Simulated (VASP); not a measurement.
# Ta (P6/mmm) in VASP: a series of runs

The runs below take Ta through single point, with PBE.

All numbers are computed with VASP 6.6.1; they aren't measurements. Logs are shortened: lines on timing, memory, paths and dates and some standing lists are left out, and cuts for length are marked.

## 1. The cell of the first run

Symmetry: P6/mmm, No. 191, hexagonal system. Conventional cell: a = 4.321 Å, b = 4.321 Å, c = 2.460 Å, α = 90.00°, β = 90.00°, γ = 120.00°. Ta (site symmetry 6/mmm) has 14 Ta at 2.46 to 2.78 Å within 3.2 Å. Ta (site symmetry -6m2) has 11 Ta at 2.46 to 2.78 Å within 3.2 Å.

## 2. Single point, PBE

INCAR

```
  PREC = Accurate
  ENCUT = 520
  EDIFF = 1E-6
  ISMEAR = -1
  SIGMA = 0.1
  LREAL = False
  LASPH = True
  NELM = 60
  ALGO = Normal
  ISIF = 2
  LWAVE = False
  LCHARG = True
  GGA = PE
  LELF = True
  LVHAR = True
  NBANDS = 24
```

KPOINTS

```
Automatic mesh
0
Gamma
  9 9 12
```

POSCAR

```
Ta
1.0
    4.3209731425      0.0000000000      0.0000000000
   -2.1604865713      3.7420725105      0.0000000000
    0.0000000000      0.0000000000      2.4595109416
Ta
3
Direct
    0.0000000000      0.0000000000      0.0000000000
    0.3333333333      0.6666666667      0.5000000000
    0.6666666667      0.3333333333      0.5000000000
```

Potentials or basis: VASP PAW PBE potentials, release 64 (Ta_pv).

Run with:

```sh
$ cat potpaw_PBE.64/Ta_pv/POTCAR > POTCAR
$ mpirun -np 1 vasp_std > vasp.out
```

OUTCAR:

```text
PREC = Accurate
   ENCUT = 520
   EDIFF = 1E-6
   ISMEAR = -1
   LREAL = False
   LASPH = True
   NELM = 60
   ISIF = 2
   GGA = PE

 ion  position               nearest neighbor table
   1  0.000  0.000  0.000-   2 2.78   3 2.78   2 2.78   3 2.78   3 2.78   3 2.78   2 2.78   2 2.78
                             3 2.78   3 2.78   2 2.78   2 2.78
   2  0.333  0.667  0.500-   3 2.49   3 2.49   3 2.49   1 2.78   1 2.78   1 2.78   1 2.78   1 2.78
                             1 2.78   3 3.50   3 3.50   3 3.50   3 3.50   3 3.50   3 3.50
   3  0.667  0.333  0.500-   2 2.49   2 2.49   2 2.49   1 2.78   1 2.78   1 2.78   1 2.78   1 2.78
                             1 2.78   2 3.50   2 3.50   2 3.50   2 3.50   2 3.50   2 3.50

  LATTYP: Found a hexagonal cell.
 ALAT       =     4.3209731425
 C/A-ratio  =     0.5692030153

  Lattice vectors:

 A1 = (   4.3209731425,   0.0000000000,   0.0000000000)
 A2 = (  -2.1604865713,   3.7420725105,   0.0000000000)
 A3 = (   0.0000000000,   0.0000000000,   2.4595109416)

Analysis of symmetry for initial positions (statically):
=====================================================================
 Subroutine PRICEL returns:
 Original cell was already a primitive cell.

 Routine SETGRP: Setting up the symmetry group for a
 hexagonal supercell.

 Subroutine GETGRP returns: Found 24 space group operations
 (whereof 24 operations were pure point group operations)
 out of a pool of 24 trial point group operations.

The static configuration has the point symmetry D_6h.

Analysis of symmetry for dynamics (positions and initial velocities):
=====================================================================
 Subroutine PRICEL returns:
 Original cell was already a primitive cell.

 Routine SETGRP: Setting up the symmetry group for a
 hexagonal supercell.

 Subroutine GETGRP returns: Found 24 space group operations
 (whereof 24 operations were pure point group operations)
 out of a pool of 24 trial point group operations.

The dynamic configuration has the point symmetry D_6h.

 Subroutine INISYM returns: Found 24 space group operations
 (whereof 24 operations are pure point group operations),
 and found     1 'primitive' translations

----------------------------------------------------------------------------------------

                                     Primitive cell

  volume of cell :      39.7688

  direct lattice vectors                    reciprocal lattice vectors
     4.320973142  0.000000000  0.000000000     0.231429349  0.133615797  0.000000000
    -2.160486571  3.742072510  0.000000000     0.000000000  0.267231594  0.000000000
[... 88 lines left out ...]
   LREAL  =      F    real-space projection
   EDIFFG = 0.1E-04   stopping-criterion for IOM
   NSW    =      0    number of steps for IOM
   IBRION =     -1    ionic relax: 0-MD 1-quasi-New 2-CG
   NFREE  =      0    steps in history (QN), initial steepest desc. (CG)
   ISIF   =      2    stress and relaxation
   ISYM   =      2    0-nonsym 1-usesym 2-fastsym
   POTIM  = 0.5000    time-step for ionic-motion
   TEBEG  =    0.0;   TEEND  =   0.0 temperature during run
   PSTRESS=    0.0 pullay stress
   NELECT =      33.0000    total number of electrons
   NUPDOWN=      -1.0000    fix difference up-down
   EMIN   =  10.00;   EMAX   =-10.00  energy-range for DOS
   EFERMI =   0.00;   METHOD = LEGACY
   ISMEAR =    -1;   SIGMA  =   0.10  broadening in eV -4-tet -1-fermi 0-gaus
   EFERMI_NEDOS =   21; number of points for ismear=-14 and -15
   IALGO  =     38    algorithm
   IMIX   =      4    mixing-type and parameters
     AMIX     =   0.40;   BMIX     =  1.00
     AMIX_MAG =   1.60;   BMIX_MAG =  1.00
  volume/ion in A,a.u.               =      13.26        89.46
  Fermi-wavevector in a.u.,A,eV,Ry     =   1.538386  2.907128 32.199974  2.366631
  Thomas-Fermi vector in A             =   2.644762
   LORBIT       =      0    0 simple, 1 ext, 2 COOP (PROOUT), +10 PAW based schemes
   GGA     = PE    functional components
   LHFCALC =     F    Hartree Fock is set to
   AEXX    =    0.0000 exact exchange contribution
   IVDW    =     0    specifies the selected vdW correction
   LEPSILON=     F    determine dielectric tensor
   LRPA    =     F    only Hartree local field effects (RPA)
 non-spin polarized calculation
  energy-cutoff  :      520.00
  volume of cell :       39.77
 maximum number of plane-waves:      1090
   NGX = 17   NGY = 17   NGZ =  9

 number of electron      33.0000005 magnetization

 Free energy of the ion-electron system (eV)
  ---------------------------------------------------
  ext. energy  EPLUGINS =         0.00000000
  ---------------------------------------------------
  free energy    TOTEN  =       -30.15636393 eV

  energy without entropy =      -30.09931245  energy(sigma->0) =      -30.12783819

 E-fermi :   8.6856     XC(G=0): -14.2644

 val. band max:        8.6783469637   @ k =   0.0000   0.0000   0.1667
 cond. band min:       8.6890106771   @ k =   0.4444  -0.0000   0.1667
 fundamental gap:      0.0106637134
 Fermi energy:         8.6855795746

 k-point     1 :       0.0000    0.0000    0.0000
  band No.  band energies     occupation
      1     -26.0810      2.00000
      2     -26.0810      2.00000
      3     -25.4273      2.00000
      4     -25.4273      2.00000
      5     -23.8479      2.00000
      6     -23.7062      2.00000
[... 637 lines left out ...]
     23      14.5133      0.00000
     24      15.5401      0.00000

 [... further k-points ...]

------------------------ aborting loop because EDIFF is reached ----------------------------------------

  FORCE on cell =-STRESS in cart. coord.  units (eV):
  Direction    XX          YY          ZZ          XY          YZ          ZX
  --------------------------------------------------------------------------------------
  -------------------------------------------------------------------------------------
  Total       30.1622770     30.1622770     30.2734050     -0.0000000      0.0000000     -0.0000000
  in kB     1215.1564096   1215.1564096   1219.6334542     -0.0000000      0.0000000     -0.0000000
  external PRESSURE =    1216.6487578 kB  Pullay stress =       0.0000000 kB

 VOLUME and BASIS-vectors are now :
 -----------------------------------------------------------------------------
  energy-cutoff  :      520.00
  volume of cell :       39.77
      direct lattice vectors                 reciprocal lattice vectors
     4.320973142  0.000000000  0.000000000     0.231429349  0.133615797  0.000000000
    -2.160486571  3.742072510  0.000000000     0.000000000  0.267231594  0.000000000
     0.000000000  0.000000000  2.459510942     0.000000000  0.000000000  0.406584896

 POSITION                                       TOTAL-FORCE (eV/Angst)
 -----------------------------------------------------------------------------------
      0.00000      0.00000      0.00000         0.000000      0.000000      0.000000
     -0.00000      2.49472      1.22976         0.000000      0.000000      0.000000
      2.16049      1.24736      1.22976        -0.000000      0.000000      0.000000
 -----------------------------------------------------------------------------------
    total drift:                               -0.000000      0.000000      0.000000

  FREE ENERGIE OF THE ION-ELECTRON SYSTEM (eV)
  ---------------------------------------------------
  free  energy   TOTEN  =       -30.1563639265 eV

  energy  without entropy=      -30.0993124511  energy(sigma->0) =      -30.12783819
```

stdout:

```text
POSCAR found type information on POSCAR Ta
 POSCAR found :  1 types and       3 ions
 scaLAPACK will be used
 LDA part: xc-table for (Slater+PW92), standard interpolation
 POSCAR, INCAR and KPOINTS ok, starting setup
 FFT: planning ... GRIDC
 FFT: planning ... GRID_SOFT
 FFT: planning ... GRID
 WAVECAR not read
 entering main loop
```

Wall time 34 s (1 thread of AMD EPYC 9R45 (Zen 5), shared host); peak memory 0.16 GiB.

What came out:

```yaml
Free_energy: -30.1564 eV
Pressure: 121.7 GPa
```

Caveat: spin-orbit coupling is left out, which moves the levels of the heavy elements.

## 3. Single point, PBE

This run uses another cell than the first one, of 13.22 Å³/atom, 0.997 times its volume.

INCAR

```
ALGO     = Normal         # electronic algorithm
EDIFF    = 1E-6           # SCF threshold, eV
ENCUT    = 520            # plane-wave cutoff, eV
GGA      = PE             # functional
ISIF     = 2              # what is computed and relaxed
ISMEAR   = -1             # smearing method
LASPH    = T              # aspherical terms in the spheres
LCHARG   = T              # write CHGCAR
LELF     = T              # ELF
LREAL    = F              # projectors in reciprocal space
LVHAR    = T            
LWAVE    = F              # write WAVECAR
NBANDS   = 24             # bands
NELM     = 60             # most SCF steps
PREC     = Accurate       # precision mode
SIGMA    = 0.1            # smearing width, eV
```

KPOINTS

```
k-points
0
Gamma
  9 9 12
```

POSCAR

```
Ta
1.0
    4.3179044207      0.0000000000      0.0000000000
   -2.1589522104      3.7394149195      0.0000000000
    0.0000000000      0.0000000000      2.4568232395
Ta
3
Direct
    0.0000000000      0.0000000000      0.0000000000
    0.3333333333      0.6666666667      0.5000000000
    0.6666666667      0.3333333333      0.5000000000
```

Potentials or basis: VASP PAW PBE potentials, release 64 (Ta_pv).

Run with:

```sh
$ cat potpaw_PBE.64/Ta_pv/POTCAR > POTCAR
$ mpirun -np 1 vasp_std > vasp.out
```

Wall time 42 s (1 thread of AMD EPYC 9R45 (Zen 5), shared host); peak memory 0.16 GiB.

Results (log left out):

* Free energy: -30.0800 eV
* Pressure: 123.2 GPa

Stress tensor (GPa, compression positive):
```
122.90   0.00   0.00
  0.00 122.90   0.00
  0.00   0.00 123.73
```

Levels at points of the mesh, in eV from the Fermi level:
```
           k point  band 14  band 15  band 16  band 17  band 18  band 19  band 20  band 21
(0.00, 0.00, 0.00)    -1.48    -1.47    -1.47    -1.13     0.96     0.96     3.94     3.94
(0.00, 0.00, 0.50)    -3.37    -1.48    -0.11    -0.11     1.97     1.97     6.44     6.44
```

Caveat: spin-orbit coupling is left out, which moves the levels of the heavy elements.

## 4. Single point, PBE

INCAR

```
  PREC = Accurate
  ENCUT = 500
  EDIFF = 1E-6
  ISMEAR = -1
  SIGMA = 0.1
  LREAL = False
  LASPH = True
  NELM = 120
  ALGO = Normal
  ISIF = 2
  LWAVE = False
  LCHARG = True
  GGA = PE
  LELF = True
  LVHAR = True
  NBANDS = 26
  GGA_COMPAT = False
```

KPOINTS

```
Automatic mesh
0
Gamma
  9 9 12
```

POSCAR

```
Ta
1.0
    4.3209731425      0.0000000000      0.0000000000
   -2.1604865713      3.7420725105      0.0000000000
    0.0000000000      0.0000000000      2.4595109416
Ta
3
Direct
    0.0000000000      0.0000000000      0.0000000000
    0.3333333333      0.6666666667      0.5000000000
    0.6666666667      0.3333333333      0.5000000000
```

Potentials or basis: VASP PAW PBE potentials, release 64 (Ta_sv_GW).

Run with:

```sh
$ cat potpaw_PBE.64/Ta_sv_GW/POTCAR > POTCAR
$ mpirun -np 1 vasp_std > vasp.out
```

Run time: 52 s. Hardware: 1 thread of Intel Xeon Platinum 8488C (Sapphire Rapids), shared host; peak memory 0.2 GiB.

It converged, with:

```
Free energy : -37.7239 eV
Pressure    : 118.7 GPa
```

Stress tensor (GPa, compression positive):
```
118.64   0.00   0.00
  0.00 118.64   0.00
  0.00   0.00 118.75
```

Levels at points of the mesh, in eV from the Fermi level:
| k point | band 18 | band 19 | band 20 | band 21 | band 22 | band 23 |
| --- | --- | --- | --- | --- | --- | --- |
| (0.00, 0.00, 0.00) | -1.46 | -1.46 | -1.12 | 0.95 | 0.95 | 3.91 |
| (0.00, 0.00, 0.50) | -1.48 | -0.10 | -0.10 | 1.96 | 1.96 | 6.40 |

Caveat: spin-orbit coupling is left out, which moves the levels of the heavy elements.

## 5. The runs side by side

| potentials or basis | cell | cutoff (eV) | second run | gap on the mesh (eV) | pressure (GPa) |
| --- | --- | --- | --- | --- | --- |
| VASP PAW PBE potentials, release 64 (Ta_pv) | a = 4.321, b = 4.321, c = 2.460 Å, angles 90.0, 90.0, 120.0°, 3 atoms | 520 | - | none | 121.7 |
| VASP PAW PBE potentials, release 64 (Ta_pv) | a = 4.318, b = 4.318, c = 2.457 Å, angles 90.0, 90.0, 120.0°, 3 atoms | 520 | - | none | 123.2 |
| VASP PAW PBE potentials, release 64 (Ta_sv_GW) | a = 4.321, b = 4.321, c = 2.460 Å, angles 90.0, 90.0, 120.0°, 3 atoms | 500 | valence_matched | none | 118.7 |

Alike in all rows: task single point; level PBE; no spin polarisation; k mesh 9 × 9 × 12; smearing fermi-dirac 0.1 eV.

Caveats: spin-orbit coupling is left out, which moves the levels of the heavy elements.

Absolute energies hang on the potentials; compare differences alone.
